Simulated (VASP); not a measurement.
MgSi: single point with PBEsol

The system is MgSi.

```
CELL_PARAMETERS angstrom
2.99036 0.00000 0.00000
0.00000 2.99036 0.00000
0.00000 0.00000 3.88155
ATOMIC_POSITIONS crystal
Mg 0.00000 0.00000 0.00000
Si 0.50000 0.50000 0.50000
```

```
Program             : VASP 6.6.1
Task                : single point
Functional          : PBEsol
Potentials or basis : VASP PAW PBE potentials, release 64 (Mg, Si)
Cutoff              : 520 eV
k mesh              : 18 × 18 × 14
Occupations         : tetrahedron
Spin                : no spin polarisation
```

- Pressure: -0.6 GPa
- Band gap on the k mesh: zero (band 3 reaches 10.30 eV, above the bottom of band 4 at 4.50 eV)

Stress tensor (GPa, compression positive):
```
-1.56  0.00  0.00
 0.00 -1.56  0.00
 0.00  0.00  1.18
```

Levels at points of the mesh, in eV from the Fermi level:
```tsv
k point	band 1	band 2	band 3	band 4	band 5	band 6	band 7	band 8
(0.00, 0.00, 0.00)	-11.13	-1.97	0.14	3.63	3.63	4.93	7.45	12.36
(0.50, 0.00, 0.00)	-8.03	-5.92	0.43	3.39	3.63	5.01	5.63	9.28
(0.50, 0.50, 0.00)	-4.86	-3.28	-3.28	0.07	3.00	6.02	6.02	7.03
(0.00, 0.00, 0.50)	-9.87	-6.86	4.29	4.29	6.58	8.39	8.55	8.71
(0.50, 0.00, 0.50)	-6.92	-4.71	-3.82	-1.48	6.39	10.36	10.36	10.84
(0.50, 0.50, 0.50)	-3.62	-2.28	-2.28	-0.93	1.09	1.09	1.19	5.08
```

It took 79 s on 1 thread of AMD EPYC 7R13 Processor (Zen 3), on a shared host, peak memory 0.26 GiB.

Caveat: the PAW data sets were made with another functional, which shifts forces and pressure a little.
